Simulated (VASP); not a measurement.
Runs of VASP 6.6.1 on Be2Se. The structure is that of space group Pnnm (No. 58), or close to it. The cells are those of the table. 

| task | cell | k mesh | cutoff (eV) | gap on the mesh (eV) | pressure (GPa) | largest force (eV/Å) |
| --- | --- | --- | --- | --- | --- | --- |
| single point | a = 4.744, b = 5.728, c = 3.498 Å, 6 atoms | 8 × 8 × 10 | 520 | none | (a) | - |
| relaxation of cell and atoms | relaxed from a = 5.005, b = 5.158, c = 3.369 Å, 6 atoms | 4 × 4 × 6 | 600 | none | 0.2 | 0.02 |
| single point | a = 4.689, b = 5.710, c = 3.509 Å, 6 atoms | 4 × 4 × 6 | 520 | none | 0.3 | 0.02 |
| single point | a = 5.005, b = 5.158, c = 3.369 Å, 6 atoms | 4 × 4 × 6 | 520 | none | 8.9 | 0.61 |

Alike in all rows: level PBE; potentials or basis VASP PAW PBE potentials, release 64 (Be, Se); no spin polarisation; smearing gaussian 0.1 eV.

**Question.** Fill in the values left out.

**Answer.** (a) 0.1.

A k mesh can miss the band edges, and the runs leave out spin-orbit coupling on Se.

A gap of «none» marks levels without a gap at the run's occupations.
